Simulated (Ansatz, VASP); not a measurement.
## Two plane-wave programs on NaH

File POSCAR:

```
NaH
1.0
   -0.0871033519      2.4101454511      2.4101454511
    2.4101454511     -0.0871033519      2.4101454511
    2.4101454511      2.4101454511     -0.0871033519
Na H
1 1
Direct
    0.0000000000      0.0000000000      0.0000000000
    0.5000000000      0.5000000000      0.5000000000
```

File INCAR.step1:

```
SYSTEM = NaH
PREC     = Accurate       ! precision mode
ENCUT    = 520            ! plane-wave cutoff, eV
EDIFF    = 1E-5           ! SCF threshold, eV
ISMEAR   = 0              ! smearing method
SIGMA    = 0.01           ! smearing width, eV
LREAL    = .False.        ! projectors in reciprocal space
LASPH    = .True.         ! aspherical terms in the spheres
NELM     = 80             ! most SCF steps
ALGO     = Normal         ! electronic algorithm
ISIF     = 2              ! what is computed and relaxed
LWAVE    = .True.         ! write WAVECAR
LCHARG   = .False.        ! write CHGCAR
GGA      = PE             ! functional
NBANDS   = 11             ! bands
```

INCAR.step2

```
SYSTEM = NaH
PREC     = Accurate       ! precision mode
ENCUT    = 520            ! plane-wave cutoff, eV
EDIFF    = 1E-6           ! SCF threshold, eV
ISMEAR   = 0              ! smearing method
SIGMA    = 0.01           ! smearing width, eV
LREAL    = .False.        ! projectors in reciprocal space
LASPH    = .True.         ! aspherical terms in the spheres
NELM     = 80             ! most SCF steps
ALGO     = Normal         ! electronic algorithm
ISIF     = 2              ! what is computed and relaxed
LWAVE    = .False.        ! write WAVECAR
LCHARG   = .False.        ! write CHGCAR
GGA      = PE             ! functional
LHFCALC  = .True.         ! exact exchange
HFSCREEN = 0.2079         ! screening, 1/A
PRECFOCK = Normal       
ISTART   = 1            
NBANDS   = 11             ! bands
```

File KPOINTS:

```
regular mesh
0
Gamma
  6 6 6
  0 0 0
```

Input for Ansatz:

```yaml
crystal:
  lattice:
    - [-0.0871033519, 2.4101454511, 2.4101454511]
    - [2.4101454511, -0.0871033519, 2.4101454511]
    - [2.4101454511, 2.4101454511, -0.0871033519]
  atoms:
    - { symbol: Na, position: [0.0, 0.0, 0.0] }
    - { symbol: H, position: [0.5, 0.5, 0.5] }
kpoints:
  mp_grid: { grid: [6, 6, 6] }
  band_path:
    path:
      - [0.0, 0.0, 0.0]
      - [0.5, 0.0, 0.5]
      - [0.625, 0.25, 0.625]
      - [0.375, 0.375, 0.75]
      - [0.5, 0.5, 0.5]
      - [0.5, 0.25, 0.75]
      - [0.265625, -0.5, -0.270833]
      - [0.0, 0.0, 0.5]
    npoints: 1
hamiltonian:
  xc: hse06
scf:
  occupations: { method: fixed }
  n_extra_bands: 4
output:
  forces: true
  stress: true
  eigenvalues: true
  write_density: true
  write_potential: true
  elf: true
  volumetric_format: npy
```

Change from the starting cell: epitaxial_111 strain +4.2%.

Alike in both runs: task single point; functional HSE06; k mesh 6 × 6 × 6; no spin polarisation.

```csv
,VASP,Ansatz
version,VASP 6.6.1,Ansatz 0.2.0
potentials or method,"VASP PAW PBE potentials, release 64 (Na_pv, H)","plane waves, PAW"
plane-wave cutoff (eV),520,420
occupations,"gaussian, width 0.01 eV",fixed
valence electrons in the cell,8,10
```

Ansatz gave:

- gap on the k mesh at the Fermi level (eV): 4.64
- pressure (GPa): -1.3
- traceless stress, the component that is largest in VASP (GPa): 0.73

What did VASP give for the same quantities?

gap on the k mesh at the Fermi level (eV): 4.64; pressure (GPa): -1.4; traceless stress, the component that is largest in VASP (GPa): 0.73.

VASP's potentials hold 8 valence electrons a cell and Ansatz's 10, so a difference there can come from the potentials and not from the codes. Ansatz's warnings: stress exchange threshold loose, stress scf threshold loose.
